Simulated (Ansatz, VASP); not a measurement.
**Two plane-wave programs on Br**

The input INCAR:

```
PREC = Accurate
ENCUT = 520
EDIFF = 1E-7
ISMEAR = 0
SIGMA = 0.15
LREAL = False
LASPH = True
NELM = 100
ALGO = Normal
ISIF = 2
LWAVE = False
LCHARG = False
GGA = PE
IVDW = 12
NBANDS = 10
```

File KPOINTS:

```
regular mesh
0
Gamma
  22 22 22
```

The input POSCAR:

```
Br
1.0
   -1.3979500000      1.3979500000      3.0415500000
    1.3979500000     -1.3979500000      3.0415500000
    1.3979500000      1.3979500000     -3.0415500000
Br
1
Direct
    0.0000000000      0.0000000000      0.0000000000
```

Input for Ansatz:

```yaml
crystal:
  lattice:
    - [-1.39795, 1.39795, 3.04155]
    - [1.39795, -1.39795, 3.04155]
    - [1.39795, 1.39795, -3.04155]
  atoms:
    - { symbol: Br, position: [0.0, 0.0, 0.0] }
basis:
  ecutwfc: 420
kpoints:
  mp_grid: { grid: [22, 22, 22] }
hamiltonian:
  xc: pbe
  dispersion: d3bj
scf:
  occupations: { method: gaussian, width: 0.15 }
output:
  forces: true
  stress: true
  eigenvalues: true
  write_density: true
  write_potential: true
  elf: true
  volumetric_format: npy
```

Alike in both runs: task single point; functional PBE; dispersion D3(BJ); k mesh 22 × 22 × 22; occupations gaussian, width 0.15 eV; no spin polarisation.

```csv
,VASP,Ansatz
version,VASP 6.6.1,Ansatz 0.2.0
potentials or method,"VASP PAW PBE potentials, release 64 (Br), cutoff 520 eV","scalar-relativistic, plane waves, PAW"
valence electrons in the cell,7,7
```

Ansatz gave:

| Item | Value |
| --- | --- |
| gap on the k mesh at the Fermi level (eV) | none |
| pressure (GPa) | 4.6 |
| traceless stress, the component that is largest in VASP (GPa) | 2.03 |

Task: Estimate VASP's values.

Result: gap on the k mesh at the Fermi level (eV): none; pressure (GPa): 4.6; traceless stress, the component that is largest in VASP (GPa): 2.01.

A gap of «none» marks a metal or a gap that the smearing closes.
